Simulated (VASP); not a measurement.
Set up this calculation in VASP 6.6.1, as the native input.

- Task: single point
- Functional: PBEsol
- Potentials or basis: VASP PAW PBE potentials, release 64 (W_sv, N)
- Cutoff: 520 eV
- k mesh: 3 × 3 × 3
- Occupations: fermi-dirac, width 0.1 eV
- Spin: no spin polarisation
- Dipole correction: no
- Further INCAR settings: LREAL = Auto; ALGO = Normal; EDIFF = 1e-06; NBANDS = 128

The structure of W16N (a cell with a defect) lies in POSCAR:

```
W16N
1.0
    6.3200000000      0.0000000000      0.0000000000
    0.0000000000      6.3200000000      0.0000000000
    0.0000000000      0.0000000000      6.3200000000
W N
16 1
Direct
   -0.0017642405     -0.0004408228     -0.0065305380
    0.5014537975     -0.0004294304     -0.0065528481
   -0.0455395570      0.4996020570     -0.0064990506
    0.0052715190     -0.0003528481      0.4937382911
    0.2498254747      0.2500738924      0.2430148734
    0.5451939873      0.4996132911     -0.0064270570
    0.4944207278     -0.0003555380      0.4937098101
    0.7498579114      0.2406356013      0.2521422468
   -0.0018599684      0.4995435127      0.4934531646
    0.2498261076      0.7493068038      0.2431886076
    0.2498297468      0.2502172468      0.7441125000
    0.5015485759      0.4995381329      0.4934943038
    0.7498534810      0.7584161392      0.2522099684
    0.7498607595      0.2408973101      0.7347109177
    0.2498314873      0.7487781646      0.7440643987
    0.7498579114      0.7583094937      0.7346454114
    0.2498276899      0.4996303797     -0.0061376582
```

These files were run (other wordings do the same):

INCAR

```
PREC     = Accurate       # precision mode
ENCUT    = 520            # plane-wave cutoff, eV
EDIFF    = 1E-6           # SCF threshold, eV
ISMEAR   = -1             # smearing method
SIGMA    = 0.1            # smearing width, eV
LREAL    = Auto         
LASPH    = True           # aspherical terms in the spheres
NELM     = 80             # most SCF steps
ALGO     = Normal         # electronic algorithm
ISIF     = 2              # what is computed and relaxed
LWAVE    = False          # write WAVECAR
LCHARG   = False          # write CHGCAR
GGA      = PS             # functional
NBANDS   = 128            # bands
```

KPOINTS

```
regular mesh
0
Gamma
  3 3 3
```

Potentials or basis: VASP PAW PBE potentials, release 64 (W_sv, N).

Command:

```bash
$ cat potpaw_PBE.64/W_sv/POTCAR potpaw_PBE.64/N/POTCAR > POTCAR
$ mpirun -np 1 vasp_std > vasp.out
```

It gave:

```
Pressure               : 9.1 GPa
Largest force          : 0.113 eV/Å
Band gap on the k mesh : zero (an odd number of electrons rules out a gap without spin polarisation)
```

Caveat: the PAW data sets were made with another functional, which shifts forces and pressure a little; spin-orbit coupling is left out, which moves the levels of the heavy elements.

Wall time 21 min on 1 thread of Intel(R) Xeon(R) Platinum 8259CL CPU @ 2.50GHz (Skylake/Cascade Lake), with other jobs on the host, peak memory 0.48 GiB.
